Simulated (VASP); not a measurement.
# CdH2O2 (P-3m1) in VASP: a series of runs, part 2 of 2

VASP 6.6.1. The steps go on from the part before.

### 3 Single point, PBEsol (strain -0.030 along x and y, -0.030 along z)

File INCAR:

```
PREC = Accurate
ENCUT = 700
EDIFF = 1E-6
ISMEAR = 0
SIGMA = 0.05
LREAL = False
LASPH = True
NELM = 120
ALGO = Normal
ISIF = 2
LWAVE = False
LCHARG = False
GGA = PS
NBANDS = 25
GGA_COMPAT = False
```

File KPOINTS:

```
Automatic mesh
0
Gamma
  9 9 6
```

File POSCAR:

```
CdH2O2
1.0
    3.4100601858      0.0000000000      0.0000000000
   -1.7050300929      2.9531987493      0.0000000000
    0.0000000000      0.0000000000      4.5036899113
Cd H O
1 2 2
Direct
    0.0000000000      0.0000000000      0.0000000000
    0.6666666667      0.3333333333      0.5509607200
    0.3333333333      0.6666666667      0.4490392800
    0.6666666667      0.3333333333      0.7593720000
    0.3333333333      0.6666666667      0.2406280000
```

Potentials or basis: VASP PAW PBE potentials, release 64 (Cd_sv_GW, H, O).

The run is started by

```console
$ cat potpaw_PBE.64/Cd_sv_GW/POTCAR potpaw_PBE.64/H/POTCAR potpaw_PBE.64/O/POTCAR > POTCAR
$ mpirun -np 1 vasp_std > vasp.out
```

OUTCAR:

```text
PREC = Accurate
   ENCUT = 700
   EDIFF = 1E-6
   ISMEAR = 0
   LREAL = False
   LASPH = True
   NELM = 120
   ISIF = 2
   GGA = PS

 ion  position               nearest neighbor table
   1  0.000  0.000  0.000-   4 2.25   5 2.25   5 2.25   4 2.25   4 2.25   5 2.25
   2  0.667  0.333  0.551-   4 0.94
   3  0.333  0.667  0.449-   5 0.94
   4  0.667  0.333  0.759-   2 0.94   1 2.25   1 2.25   1 2.25
   5  0.333  0.667  0.241-   3 0.94   1 2.25   1 2.25   1 2.25

  LATTYP: Found a hexagonal cell.
 ALAT       =     3.4100601858
 C/A-ratio  =     1.3207068691

  Lattice vectors:

 A1 = (   3.4100601858,   0.0000000000,   0.0000000000)
 A2 = (  -1.7050300929,   2.9531987493,   0.0000000000)
 A3 = (   0.0000000000,   0.0000000000,   4.5036899113)

Analysis of symmetry for initial positions (statically):
=====================================================================
 Subroutine PRICEL returns:
 Original cell was already a primitive cell.

 Routine SETGRP: Setting up the symmetry group for a
 hexagonal supercell.

 Subroutine GETGRP returns: Found 12 space group operations
 (whereof 12 operations were pure point group operations)
 out of a pool of 24 trial point group operations.

The static configuration has the point symmetry D_3d.

Analysis of symmetry for dynamics (positions and initial velocities):
=====================================================================
 Subroutine PRICEL returns:
 Original cell was already a primitive cell.

 Routine SETGRP: Setting up the symmetry group for a
 hexagonal supercell.

 Subroutine GETGRP returns: Found 12 space group operations
 (whereof 12 operations were pure point group operations)
 out of a pool of 24 trial point group operations.

The dynamic configuration has the point symmetry D_3d.

 Subroutine INISYM returns: Found 12 space group operations
 (whereof 12 operations are pure point group operations),
[... 121 lines left out ...]
     AMIX     =   0.40;   BMIX     =  1.00
     AMIX_MAG =   1.60;   BMIX_MAG =  1.00
  volume/ion in A,a.u.               =       9.07        61.21
  Fermi-wavevector in a.u.,A,eV,Ry     =   1.487168  2.810340 30.091584  2.211669
  Thomas-Fermi vector in A             =   2.600363
   LORBIT       =      0    0 simple, 1 ext, 2 COOP (PROOUT), +10 PAW based schemes
   GGA     = PS    functional components
   LHFCALC =     F    Hartree Fock is set to
   AEXX    =    0.0000 exact exchange contribution
   IVDW    =     0    specifies the selected vdW correction
   LEPSILON=     F    determine dielectric tensor
   LRPA    =     F    only Hartree local field effects (RPA)
 non-spin polarized calculation
 Gauss-broadening in eV      SIGMA  =   0.05
  energy-cutoff  :      700.00
  volume of cell :       45.35
 maximum number of plane-waves:      1940
 NGX is ok and might be reduce to    30
   NGX = 15   NGY = 15   NGZ = 19

 number of electron      34.0000000 magnetization

 Free energy of the ion-electron system (eV)
  ---------------------------------------------------
  ext. energy  EPLUGINS =         0.00000000
  ---------------------------------------------------
  free energy    TOTEN  =       -23.44801899 eV

  energy without entropy =      -23.44801899  energy(sigma->0) =      -23.44801899

 E-fermi :   2.7839     XC(G=0): -10.8073

 val. band max:        2.2967670353   @ k =   0.4444   0.0000   0.0000
 cond. band min:       4.1639834981   @ k =   0.0000   0.0000   0.0000
 fundamental gap:      1.8672164629
 Fermi energy:         2.7838609192

 k-point     1 :       0.0000    0.0000    0.0000
  band No.  band energies     occupation
      1     -97.2294      2.00000
      2     -58.3939      2.00000
      3     -58.3377      2.00000
      4     -58.3377      2.00000
      5     -16.9050      2.00000
      6     -15.6507      2.00000
[... 661 lines left out ...]
     24      16.8061      0.00000
     25      18.2143      0.00000

 [... further k-points ...]

------------------------ aborting loop because EDIFF is reached ----------------------------------------

  FORCE on cell =-STRESS in cart. coord.  units (eV):
  Direction    XX          YY          ZZ          XY          YZ          ZX
  --------------------------------------------------------------------------------------
  -------------------------------------------------------------------------------------
  Total        2.3283344      2.3283344      5.5893772      0.0000000     -0.0000000      0.0000000
  in kB       82.2493981     82.2493981    197.4471192      0.0000000     -0.0000000      0.0000000
  external PRESSURE =     120.6486385 kB  Pullay stress =       0.0000000 kB

 VOLUME and BASIS-vectors are now :
 -----------------------------------------------------------------------------
  energy-cutoff  :      700.00
  volume of cell :       45.35
      direct lattice vectors                 reciprocal lattice vectors
     3.410060186  0.000000000  0.000000000     0.293249956  0.169307941  0.000000000
    -1.705030093  2.953198749  0.000000000     0.000000000  0.338615882  0.000000000
     0.000000000  0.000000000  4.503689911     0.000000000  0.000000000  0.222040154

 POSITION                                       TOTAL-FORCE (eV/Angst)
 -----------------------------------------------------------------------------------
      0.00000      0.00000      0.00000        -0.000000      0.000000      0.000000
      1.70503      0.98440      2.48136        -0.000000     -0.000000     -2.223480
     -0.00000      1.96880      2.02233        -0.000000      0.000000      2.223480
      1.70503      0.98440      3.41998        -0.000000      0.000000      1.704320
     -0.00000      1.96880      1.08371         0.000000      0.000000     -1.704320
 -----------------------------------------------------------------------------------
    total drift:                                0.000000     -0.000000     -0.000000

  FREE ENERGIE OF THE ION-ELECTRON SYSTEM (eV)
  ---------------------------------------------------
  free  energy   TOTEN  =       -23.4480189919 eV

  energy  without entropy=      -23.4480189919  energy(sigma->0) =      -23.44801899
```

OSZICAR:

```text
N       E                     dE             d eps       ncg     rms          rms(c)
DAV:   1     0.633880230612E+03    0.63388E+03   -0.22243E+04  3148   0.215E+03
DAV:   2     0.395207433313E+02   -0.59436E+03   -0.53321E+03  3110   0.654E+02
DAV:   3    -0.240481549639E+02   -0.63569E+02   -0.62331E+02  4750   0.241E+02
DAV:   4    -0.265810615542E+02   -0.25329E+01   -0.25283E+01  4023   0.522E+01
DAV:   5    -0.266830302631E+02   -0.10197E+00   -0.10196E+00  4475   0.956E+00    0.183E+01
DAV:   6    -0.234669125961E+02    0.32161E+01   -0.72649E+00  4295   0.536E+01    0.158E+01
DAV:   7    -0.234848887958E+02   -0.17976E-01   -0.87768E-01  3336   0.889E+00    0.108E+01
DAV:   8    -0.234731040418E+02    0.11785E-01   -0.27920E-01  4879   0.915E+00    0.250E+00
DAV:   9    -0.234476091194E+02    0.25495E-01   -0.67828E-02  4522   0.595E+00    0.167E-01
DAV:  10    -0.234479556842E+02   -0.34656E-03   -0.67968E-03  3408   0.734E-01    0.641E-02
DAV:  11    -0.234480152986E+02   -0.59614E-04   -0.31067E-04  5009   0.215E-01    0.626E-02
DAV:  12    -0.234480142680E+02    0.10306E-05   -0.37560E-05  4555   0.969E-02    0.156E-02
DAV:  13    -0.234480185462E+02   -0.42782E-05   -0.62341E-06  4093   0.282E-02    0.247E-03
DAV:  14    -0.234480189919E+02   -0.44570E-06   -0.46311E-07  2813   0.178E-02
   1 F= -.23448019E+02 E0= -.23448019E+02  d E =-.211616E-44
```

stdout:

```text
POSCAR found type information on POSCAR CdH O
 POSCAR found :  3 types and       5 ions
 scaLAPACK will be used
 -----------------------------------------------------------------------------
|                                                                             |
|                                                                             |
|     You enforced a specific xc type in the INCAR file but a different       |
|     I HOPE YOU KNOW WHAT YOU ARE DOING!                                     |
|                                                                             |
 -----------------------------------------------------------------------------

 LDA part: xc-table for (Slater+PW92), standard interpolation
 POSCAR, INCAR and KPOINTS ok, starting setup
 FFT: planning ... GRIDC
 FFT: planning ... GRID_SOFT
 FFT: planning ... GRID
 WAVECAR not read
 entering main loop
```

It took 1.9 min on 1 thread of Intel Xeon Platinum 8259CL at 2.50GHz (Skylake/Cascade Lake), shared host; peak memory 0.27 GiB.

Results:

| Item | Value |
| --- | --- |
| Free energy | -23.4480 eV |
| Pressure | 12.1 GPa |
| Largest force | 2.223 eV/Å |
| Band gap on the k mesh | 1.87 eV (least direct gap 2.22 eV) |

Forces in eV/Å, atoms in the order of the input:
```
Cd   0.000  0.000  0.000
H    0.000  0.000 -2.223
H    0.000  0.000  2.223
O    0.000  0.000  1.704
O    0.000  0.000 -1.704
```

Stress tensor (GPa, compression positive):
```
 8.22  0.00  0.00
 0.00  8.22  0.00
 0.00  0.00 19.74
```

Levels at points of the mesh, in eV from the valence-band top:
| k point | band 13 | band 14 | band 15 | band 16 | band 17 | band 18 | band 19 | band 20 | band 21 | band 22 |
| --- | --- | --- | --- | --- | --- | --- | --- | --- | --- | --- |
| (0.00, 0.00, 0.00) | -4.56 | -1.36 | -1.36 | -0.35 | -0.35 | 1.87 | 6.06 | 10.69 | 13.27 | 13.27 |
| (0.00, 0.00, 0.50) | -4.96 | -1.63 | -1.63 | -0.03 | -0.03 | 4.33 | 4.85 | 11.46 | 11.64 | 13.28 |

Caveat: the cell differs from its parent crystal (strain -0.030 along x and y, -0.030 along z); the stress differs along the axes, from 8 to 20 GPa; the PAW data sets were made with another functional, which shifts forces and pressure a little.
